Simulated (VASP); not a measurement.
Wanted: the native input for a VASP 6.6.1 run.

```
Task                   : single point
Functional             : PBE
Potentials or basis    : VASP PAW PBE potentials, release 64 (C, N)
Cutoff                 : 520 eV
k mesh                 : 3 × 3 × 6
Occupations            : gaussian, width 0.1 eV
Spin                   : no spin polarisation
Dipole correction      : no
Further INCAR settings : ALGO = Normal; EDIFF = 1e-06; NBANDS = 22
```

The structure of C2N lies in POSCAR:

```
C2N
1.0
    6.1876127497      0.0000000000      0.0000000000
   -3.0938063749      5.3586298300      0.0000000000
    0.0000000000      0.0000000000      2.4971314789
C N
4 2
Direct
    0.6666666667      0.3333333333      0.2500000000
    0.3333333333      0.6666666667      0.7500000000
    0.0000000000      0.0000000000      0.0000000000
    0.0000000000      0.0000000000      0.5000000000
    0.6666666667      0.3333333333      0.7500000000
    0.3333333333      0.6666666667      0.2500000000
```

The cell was generated, and may not be a known phase.

The input as run:

INCAR

```
SYSTEM = C2N
ALGO     = Normal         ! electronic algorithm
EDIFF    = 1E-6           ! SCF threshold, eV
ENCUT    = 520            ! plane-wave cutoff, eV
GGA      = PE             ! functional
ISIF     = 2              ! what is computed and relaxed
ISMEAR   = 0              ! smearing method
LASPH    = .True.         ! aspherical terms in the spheres
LCHARG   = .False.        ! write CHGCAR
LREAL    = .False.        ! projectors in reciprocal space
LWAVE    = .False.        ! write WAVECAR
NBANDS   = 22             ! bands
NELM     = 100            ! most SCF steps
PREC     = Accurate       ! precision mode
SIGMA    = 0.1            ! smearing width, eV
```

KPOINTS

```
k-points
0
Gamma
  3 3 6
  0 0 0
```

Potentials or basis: VASP PAW PBE potentials, release 64 (C, N).

Command:

```sh
$ cat potpaw_PBE.64/C/POTCAR potpaw_PBE.64/N/POTCAR > POTCAR
$ mpirun -np 1 vasp_std > vasp.out
```

It gave:

- Pressure: 0.0 GPa
- Band gap on the k mesh: zero (bands 13 and 14 overlap by 6.37 eV)

Caveat: the k points lie up to 0.42 Å⁻¹ apart, too coarse for converged energies and pressures of a metal.

Wall time 31 s on 1 thread of AMD EPYC 9R45 96-Core Processor (Zen 5) (shared host), peak memory 0.16 GiB.
